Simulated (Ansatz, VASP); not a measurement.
Ge3PdF4: VASP beside Ansatz

```
CELL_PARAMETERS angstrom
4.60244 0.00000 0.00000
0.00000 4.60244 0.00000
0.00000 0.00000 4.60244
ATOMIC_POSITIONS crystal
Ge 0.50000 0.00000 0.00000
Ge 0.00000 0.50000 0.00000
Ge 0.00000 0.00000 0.50000
Pd 0.50000 0.50000 0.50000
F 0.00000 0.50000 0.50000
F 0.50000 0.00000 0.50000
F 0.50000 0.50000 0.00000
F 0.00000 0.00000 0.00000
```

Alike in both runs: task relaxation of cell and atoms; functional PBE; k mesh 4 × 4 × 4; occupations gaussian, width 0.1 eV; no spin polarisation.

```csv
,VASP,Ansatz
version,VASP 6.6.1,Ansatz 0.2.0
potentials or method,"VASP PAW PBE potentials, release 64 (Ge_d, Pd, F), cutoff 600 eV","scalar-relativistic, plane waves, PAW"
valence electrons in the cell,80,88
```

```csv
,VASP,Ansatz,Ansatz less VASP
"gap on the k mesh at the Fermi level, each at its own relaxed structure (eV)",none,none,-
relaxed volume (Å³/atom),15.90,15.96,+0.061
relaxed length of the cell vector where the two differ most in proportion (Å),5.030,5.036,+0.0064
```

A gap of «none» marks a metal or a gap that the smearing closes. VASP's potentials hold 80 valence electrons a cell and Ansatz's 88, so a difference there can come from the potentials and not from the codes.

Noted on VASP's run: the volume moved by over 15 % at a fixed basis, so the end points are rough.
